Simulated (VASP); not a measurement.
Input of a VASP 6.6.1 run:

File INCAR:

```
SYSTEM = CdO
PREC = Accurate ; ENCUT = 700
EDIFF = 1E-6 ; ISMEAR = 0
SIGMA = 0.01 ; LREAL = .False.
LASPH = .True. ; NELM = 120
ALGO = Normal ; ISIF = 2
LWAVE = .False. ; LCHARG = .False.
NBANDS = 20 ; GGA_COMPAT = .False.
```

File KPOINTS:

```
regular mesh
0
Gamma
  14 14 14
  0 0 0
```

Contents of POSCAR:

```
CdO
1.0
    0.0000000000      2.0814191032      2.0814191032
    2.0814191032      0.0000000000      2.0814191032
    2.0814191032      2.0814191032      0.0000000000
Cd O
1 1
Direct
    0.0000000000      0.0000000000      0.0000000000
    0.5000000000      0.5000000000      0.5000000000
```

Potentials or basis: VASP PAW LDA potentials, release 64 (Cd_sv_GW, O).

Run with:

```console
$ cat potpaw_LDA.64/Cd_sv_GW/POTCAR potpaw_LDA.64/O/POTCAR > POTCAR
$ mpirun -np 1 vasp_std > vasp.out
```

Q: What does it give for the band gap on the k mesh?

A: 0.37 eV (least direct gap 3.90 eV).

Q: Estimate the pressure.

A: 113.6 GPa.

Caveat: the cell stands under pressure; semilocal functionals underestimate gaps, and a narrow one can read as zero. A k mesh can miss the band edges.
